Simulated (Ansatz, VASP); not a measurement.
**GeCN2: VASP and Ansatz over several settings**

```
Ge N C
1.0
     1.79379    1.03565    4.92196
    -1.79379    1.03565    4.92196
     0.00000   -2.07129    4.92196
Ge N C
1 2 1
Direct
  0.00000 0.00000 0.00000
  0.58390 0.58390 0.58390
  0.41610 0.41610 0.41610
  0.50000 0.50000 0.50000
```

Single points on this cell with VASP 6.6.1 and Ansatz 0.2.0. Each row is one pair of runs. Alike in all rows: spin: off; smearing: fermi-dirac, width 0.05 eV; VASP's potentials, cutoff: VASP PAW PBE potentials, release 64 (Ge_d, N, C), 520 eV.

| level | k mesh | Ansatz's potentials, cutoff | gap on the k mesh at the Fermi level (eV), VASP | gap on the k mesh at the Fermi level (eV), Ansatz | least direct gap on the mesh (eV), VASP | least direct gap on the mesh (eV), Ansatz | pressure (GPa), VASP | pressure (GPa), Ansatz |
| --- | --- | --- | --- | --- | --- | --- | --- | --- |
| PBE | 9 × 9 × 9 | Ansatz PAW, 420 eV | ? | 1.12 | ? | 1.97 | ? | 0.0 |
| r2SCAN | 9 × 9 × 9 | Ansatz PAW, 500 eV | 1.21 | 1.20 | 2.13 | 2.13 | -3.0 | -3.2 |
| PBE-based global hybrid | 5 × 5 × 5 | Ansatz PAW, 420 eV | 4.23 | 4.20 | 5.21 | 5.20 | -6.2 | -6.6 |

Q: Fill in what VASP gave in row 1.

A: gap on the k mesh at the Fermi level (eV): 1.12; least direct gap on the mesh (eV): 1.96; pressure (GPa): 0.2.

Noted on VASP's runs: the standard files for N, O and F lose accuracy on very short bonds. Noted on Ansatz's runs: odd divisions of the mesh miss points on the zone boundary, where band edges often lie, so the gap on the mesh can be too wide.
